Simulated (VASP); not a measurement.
A run of VASP 6.6.1 is set up as follows.

The input INCAR:

```
SYSTEM = Zr2N
ALGO = Normal
EDIFF = 1E-7
ENCUT = 520
GGA = CA
ISIF = 2
ISMEAR = 0
LASPH = .True.
LCHARG = .False.
LREAL = .False.
LWAVE = .False.
NBANDS = 38
NELM = 60
PREC = Accurate
SIGMA = 0.1
```

KPOINTS

```
k-points
0
Gamma
  8 8 10
  0 0 0
```

File POSCAR:

```
Zr2N
1.0
    5.3327101635      0.0000000000      0.0000000000
    0.0000000000      5.3327101635      0.0000000000
    0.0000000000      0.0000000000      3.2509384575
Zr N
4 2
Direct
    0.2960717886      0.2960717886      0.0000000000
    0.7039282114      0.7039282114      0.0000000000
    0.7960717886      0.2039282114      0.5000000000
    0.2039282114      0.7960717886      0.5000000000
    0.0000000000      0.0000000000      0.0000000000
    0.5000000000      0.5000000000      0.5000000000
```

Potentials or basis: VASP PAW LDA potentials, release 64 (Zr_sv, N).

Command:

```bash
$ cat potpaw_LDA.64/Zr_sv/POTCAR potpaw_LDA.64/N/POTCAR > POTCAR
$ mpirun -np 1 vasp_std > vasp.out
```

Question: Estimate the pressure.

Answer: 0.5 GPa.

Question: What does it give for the largest force?

Answer: 0.009 eV/Å.

Question: What does it give for the band gap on the k mesh?

Answer: Zero (band 29 reaches 11.53 eV, above the bottom of band 30 at 8.90 eV).

Forces on the atoms (eV/Å):
```
Zr  -0.006 -0.006  0.000
Zr   0.006  0.006  0.000
Zr  -0.006  0.006  0.000
Zr   0.006 -0.006  0.000
N    0.000  0.000  0.000
N    0.000  0.000  0.000
```
